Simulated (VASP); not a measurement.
# Cs (P6/mmm) in VASP: relaxation of cell and atoms with PBEsol

Aim: the relaxation of cell and atoms of Cs with PBEsol.

Program: VASP 6.6.1. These are calculated values, not measurements. Logs are shortened: lines on timing, memory, paths and dates and some standing lists are left out, and cuts for length are marked.

### Step 1. The cell of the first run

It takes space group P6/mmm (No. 191, hexagonal). The conventional cell has a = 7.244 Å, b = 7.244 Å, c = 4.491 Å, α = 90.00°, β = 90.00°, γ = 120.00°. Within 5.9 Å of Cs (site symmetry 6/mmm) lie 14 Cs at 4.49 to 4.75 Å. Cs (site symmetry -6m2) has 11 Cs at 4.18 to 4.75 Å within 5.5 Å.

This isn't the form of Cs at room conditions, which is bcc.

### Step 2. Relaxation of cell and atoms, PBEsol, target pressure 1.8 GPa, at which the enthalpy is minimised

INCAR

```
SYSTEM = Cs
  ALGO = Normal
  EDIFF = 1E-6
  EDIFFG = -0.005
  ENCUT = 600
  GGA = PS
  IBRION = 2
  ISIF = 3
  ISMEAR = -1
  LASPH = .True.
  LCHARG = .False.
  LREAL = .False.
  LWAVE = .False.
  NELM = 100
  NSW = 60
  PREC = Accurate
  PSTRESS = 18.0
  SIGMA = 0.08
```

KPOINTS

```
k-points
0
Gamma
  5 5 7
  0 0 0
```

POSCAR

```
Cs
1.0
    7.2440121031      0.0000000000      0.0000000000
   -3.6220060515      6.2734985066      0.0000000000
    0.0000000000      0.0000000000      4.4912875039
Cs
3
Direct
    0.0000000000      0.0000000000      0.0000000000
    0.3333333333      0.6666666667      0.5000000000
    0.6666666667      0.3333333333      0.5000000000
```

Potentials or basis: VASP PAW PBE potentials, release 64 (Cs_sv).

Launch:

```sh
$ cat potpaw_PBE.64/Cs_sv/POTCAR > POTCAR
$ mpirun -np 1 vasp_std > vasp.out
```

OUTCAR:

```text
SYSTEM = Cs
   EDIFF = 1E-6
   EDIFFG = -0.005
   ENCUT = 600
   GGA = PS
   IBRION = 2
   ISIF = 3
   ISMEAR = -1
   LASPH = .True.
   LREAL = .False.
   NELM = 100
   NSW = 60
   PREC = Accurate
   PSTRESS = 18.0

 ion  position               nearest neighbor table
   1  0.000  0.000  0.000-
   2  0.333  0.667  0.500-
   3  0.667  0.333  0.500-

  LATTYP: Found a hexagonal cell.
 ALAT       =     7.2440121031
 C/A-ratio  =     0.6200000000

  Lattice vectors:

 A1 = (   7.2440121031,   0.0000000000,   0.0000000000)
 A2 = (  -3.6220060515,   6.2734985066,   0.0000000000)
 A3 = (   0.0000000000,   0.0000000000,   4.4912875039)

Analysis of symmetry for initial positions (statically):
=====================================================================
 Subroutine PRICEL returns:
 Original cell was already a primitive cell.

 Routine SETGRP: Setting up the symmetry group for a
 hexagonal supercell.

 Subroutine GETGRP returns: Found 24 space group operations
 (whereof 24 operations were pure point group operations)
 out of a pool of 24 trial point group operations.

The static configuration has the point symmetry D_6h.

Analysis of symmetry for dynamics (positions and initial velocities):
=====================================================================
 Subroutine PRICEL returns:
 Original cell was already a primitive cell.

 Routine SETGRP: Setting up the symmetry group for a
 hexagonal supercell.

 Subroutine GETGRP returns: Found 24 space group operations
 (whereof 24 operations were pure point group operations)
 out of a pool of 24 trial point group operations.

The dynamic configuration has the point symmetry D_6h.

 Subroutine INISYM returns: Found 24 space group operations
 (whereof 24 operations are pure point group operations),
 and found     1 'primitive' translations

----------------------------------------------------------------------------------------

                                     Primitive cell

  volume of cell :     204.1079

  direct lattice vectors                    reciprocal lattice vectors
     7.244012103  0.000000000  0.000000000     0.138045048  0.079700346  0.000000000
    -3.622006052  6.273498507  0.000000000     0.000000000  0.159400691  0.000000000
     0.000000000  0.000000000  4.491287504     0.000000000  0.000000000  0.222653304

  length of vectors
     7.244012103  7.244012103  4.491287504     0.159400691  0.159400691  0.222653304

  position of ions in fractional coordinates (direct lattice)
     0.000000000  0.000000000  0.000000000
     0.333333333  0.666666667  0.500000000
     0.666666667  0.333333333  0.500000000

  ion indices of the primitive-cell ions
   primitive index   ion index
                 1           1
                 2           2
                 3           3

----------------------------------------------------------------------------------------

 KPOINTS: k-points

Automatic generation of k-mesh.
 Grid dimensions read from file:
 generate k-points for:    5    5    7

 Generating k-lattice:

  Cartesian coordinates                     Fractional coordinates (reciprocal lattice)
     0.027609010  0.015940069  0.000000000     0.200000000  0.000000000  0.000000000
     0.000000000  0.031880138  0.000000000     0.000000000  0.200000000  0.000000000
     0.000000000  0.000000000  0.031807615     0.000000000  0.000000000  0.142857143

  Length of vectors
     0.031880138  0.031880138  0.031807615

  Shift w.r.t. Gamma in fractional coordinates (k-lattice)
     0.000000000  0.000000000  0.000000000

 Subroutine IBZKPT returns following result:
 ===========================================

 Found     20 irreducible k-points:

 Following reciprocal coordinates:
            Coordinates               Weight
  0.000000  0.000000  0.000000      1.000000
  0.200000 -0.000000  0.000000      6.000000
  0.400000 -0.000000  0.000000      6.000000
  0.200000  0.200000  0.000000      6.000000
  0.400000  0.200000  0.000000      6.000000
  0.000000  0.000000  0.142857      2.000000
[... 12 lines left out ...]
  0.200000  0.200000  0.428571     12.000000
  0.400000  0.200000  0.428571     12.000000
   k-points           NKPTS =     20   k-points in BZ     NKDIM =     20   number of bands    NBANDS=     17
   number of dos      NEDOS =    301   number of ions     NIONS =      3
   total plane-waves  NPLWV = 129600
   dimension x,y,z NGX =    60 NGY =   60 NGZ =   36
   dimension x,y,z NGXF=   120 NGYF=  120 NGZF=   72
   ions per type =               3
   NGX,Y,Z   is equivalent  to a cutoff of  13.77, 13.77, 13.33 a.u.
   NGXF,Y,Z  is equivalent  to a cutoff of  27.54, 27.54, 26.65 a.u.
 SYSTEM =  Cs
   PREC   = accura    normal or accurate (medium, high low for compatibility)
   ISTART =      0    job   : 0-new  1-cont  2-samecut
   ICHARG =      2    charge: 1-file 2-atom 10-const
   ISPIN  =      1    spin polarized calculation?
   LNONCOLLINEAR =      F non collinear calculations
   LSORBIT =      F    spin-orbit coupling
   LASPH  =      T    aspherical Exc in radial PAW
   ENCUT  =  600.0 eV  44.10 Ry    6.64 a.u.  14.47 14.47  8.97*2*pi/ulx,y,z
   NELM   =    100;   NELMIN=  2; NELMDL= -5     # of ELM steps
   EDIFF  = 0.1E-05   stopping-criterion for ELM
   LREAL  =      F    real-space projection
   EDIFFG = -.5E-02   stopping-criterion for IOM
   NSW    =     60    number of steps for IOM
   IBRION =      2    ionic relax: 0-MD 1-quasi-New 2-CG
   NFREE  =      1    steps in history (QN), initial steepest desc. (CG)
   ISIF   =      3    stress and relaxation
   ISYM   =      2    0-nonsym 1-usesym 2-fastsym
   POTIM  = 0.5000    time-step for ionic-motion
   TEBEG  =    0.0;   TEEND  =   0.0 temperature during run
   PSTRESS=   18.0 pullay stress
   NELECT =      27.0000    total number of electrons
   NUPDOWN=      -1.0000    fix difference up-down
   EMIN   =  10.00;   EMAX   =-10.00  energy-range for DOS
   EFERMI =   0.00;   METHOD = LEGACY
   ISMEAR =    -1;   SIGMA  =   0.08  broadening in eV -4-tet -1-fermi 0-gaus
   EFERMI_NEDOS =   21; number of points for ismear=-14 and -15
   IALGO  =     38    algorithm
   IMIX   =      4    mixing-type and parameters
     AMIX     =   0.40;   BMIX     =  1.00
     AMIX_MAG =   1.60;   BMIX_MAG =  1.00
  volume/ion in A,a.u.               =      68.04       459.13
  Fermi-wavevector in a.u.,A,eV,Ry     =   0.834147  1.576310  9.466960  0.695802
  Thomas-Fermi vector in A             =   1.947490
   LORBIT       =      0    0 simple, 1 ext, 2 COOP (PROOUT), +10 PAW based schemes
   GGA     = PS    functional components
   LHFCALC =     F    Hartree Fock is set to
   AEXX    =    0.0000 exact exchange contribution
   IVDW    =     0    specifies the selected vdW correction
   LEPSILON=     F    determine dielectric tensor
   LRPA    =     F    only Hartree local field effects (RPA)
 conjugate gradient relaxation of ions
 non-spin polarized calculation
  energy-cutoff  :      600.00
  volume of cell :      204.11
 maximum number of plane-waves:      6846
 NGX is ok and might be reduce to    60
   NGX = 29   NGY = 29   NGZ = 17

--------------------------------------- Ionic step        1  -------------------------------------------

 number of electron      26.9999998 magnetization

 Free energy of the ion-electron system (eV)
  ---------------------------------------------------
  ext. energy  EPLUGINS =         0.00000000
  ---------------------------------------------------
  free energy    TOTEN  =        -2.29910434 eV

  energy without entropy =       -2.21346547  energy(sigma->0) =       -2.25628491

------------------------ aborting loop because EDIFF is reached ----------------------------------------

  FORCE on cell =-STRESS in cart. coord.  units (eV):
  Direction    XX          YY          ZZ          XY          YZ          ZX
  --------------------------------------------------------------------------------------
  -------------------------------------------------------------------------------------
  Total        2.5321833      2.5321833      2.1260118      0.0000000      0.0000000      0.0000000
  in kB       19.8767736     19.8767736     16.6884663      0.0000000      0.0000000      0.0000000
  external PRESSURE =       0.8140045 kB  Pullay stress =      18.0000000 kB

 VOLUME and BASIS-vectors are now :
 -----------------------------------------------------------------------------
  energy-cutoff  :      600.00
  volume of cell :      204.11
      direct lattice vectors                 reciprocal lattice vectors
     7.244012103  0.000000000  0.000000000     0.138045048  0.079700346  0.000000000
    -3.622006052  6.273498507  0.000000000     0.000000000  0.159400691  0.000000000
     0.000000000  0.000000000  4.491287504     0.000000000  0.000000000  0.222653304
[... 204 lines left out ...]
  FREE ENERGIE OF THE ION-ELECTRON SYSTEM (eV)
  ---------------------------------------------------
  free  energy   TOTEN  =        -2.3249784781 eV

  energy  without entropy=       -2.2387805817  energy(sigma->0) =       -2.28187953

  enthalpy is  TOTEN    =        -0.0114531591 eV   P V=        2.3135253190

--------------------------------------- Ionic step        7  -------------------------------------------

 number of electron      26.9999995 magnetization

 Free energy of the ion-electron system (eV)
  ---------------------------------------------------
  ext. energy  EPLUGINS =         0.00000000
  ---------------------------------------------------
  free energy    TOTEN  =        -2.33321450 eV

  energy without entropy =       -2.24728539  energy(sigma->0) =       -2.29024995

 E-fermi :   1.9601     XC(G=0):  -7.0128

 val. band max:        1.9312372698   @ k =   0.4000   0.2000   0.2857
 cond. band min:       1.9995257451   @ k =   0.4000  -0.0000   0.1429
 fundamental gap:      0.0682884753
 Fermi energy:         1.9600672318

 k-point     1 :       0.0000    0.0000    0.0000
  band No.  band energies     occupation
      1     -21.7772      2.00000
      2     -21.6970      2.00000
      3     -21.5902      2.00000
      4      -8.8316      2.00000
      5      -8.8316      2.00000
      6      -8.6018      2.00000
[... 9 lines left out ...]
     16       3.1796      0.00000
     17       3.1868      0.00000
[... 400 lines left out ...]
 POSITION                                       TOTAL-FORCE (eV/Angst)
 -----------------------------------------------------------------------------------
      0.00000     -0.00000      4.40447         0.000000     -0.000000      0.000000
     -0.00000      4.24959      2.20224        -0.000000      0.000000     -0.000000
      3.68025      2.12479      2.20224         0.000000     -0.000000      0.000000
 -----------------------------------------------------------------------------------
    total drift:                                0.000000     -0.000000      0.000000

  FREE ENERGIE OF THE ION-ELECTRON SYSTEM (eV)
  ---------------------------------------------------
  free  energy   TOTEN  =        -2.3332145045 eV

  energy  without entropy=       -2.2472853897  energy(sigma->0) =       -2.29024995

  enthalpy is  TOTEN    =        -0.0115400424 eV   P V=        2.3216744622

 reached required accuracy - stopping structural energy minimisation
```

It took 9.7 min on 1 thread of Intel Xeon 8259CL, shared host; peak memory 0.39 GiB.

Results:

| Item | Value |
| --- | --- |
| Free energy | -2.3332 eV |
| Relaxed volume | 68.88 Å³/atom |
| Relaxed cell | a = 7.361 Å, b = 7.361 Å, c = 4.404 Å, α = 90.00°, β = 90.00°, γ = 120.00° |
| Space group after relaxing (to 0.1 Å) | P6/mmm (No. 191) |
| Energy change on relaxing (the run minimises the enthalpy) | -11.4 meV/atom |
| Ionic steps | 7 |
| Pressure after relaxing | 1.8 GPa |
| Band gap on the k mesh | zero (an odd number of electrons rules out a gap without spin polarisation) |

Step by step:
```csv
step,energy change (eV),largest force (eV/Å),pressure (GPa),volume (Å³)
1,0.0000,0.0000,1.88,204.11
2,-0.0135,0.0000,1.87,205.13
3,-0.0507,0.0000,1.76,208.17
4,-0.0551,0.0000,1.75,208.57
5,-0.0458,0.0000,1.77,207.70
6,-0.0259,0.0000,1.82,205.93
7,-0.0341,0.0000,1.81,206.65
```

Final structure:
```xyz
3
Lattice="7.3605 0.0000 0.0000 -3.6803 6.3744 0.0000 0.0000 0.0000 4.4045" Properties=species:S:1:pos:R:3 pbc="T T T"
Cs    0.0000    0.0000    4.4045
Cs    0.0000    4.2496    2.2022
Cs    3.6803    2.1248    2.2022
```

Levels at points of the mesh, in eV from the Fermi level:
| k point | band 10 | band 11 | band 12 | band 13 | band 14 | band 15 | band 16 | band 17 |
| --- | --- | --- | --- | --- | --- | --- | --- | --- |
| (0.00, 0.00, 0.00) | -10.18 | -10.18 | -10.13 | -2.12 | 0.39 | 1.22 | 1.22 | 1.23 |

Caveat: the cell is relaxed towards a set pressure, so the run minimises the enthalpy, not the energy; the PAW data sets were made with another functional, which shifts forces and pressure a little; spin-orbit coupling is left out, which moves the levels of the heavy elements.
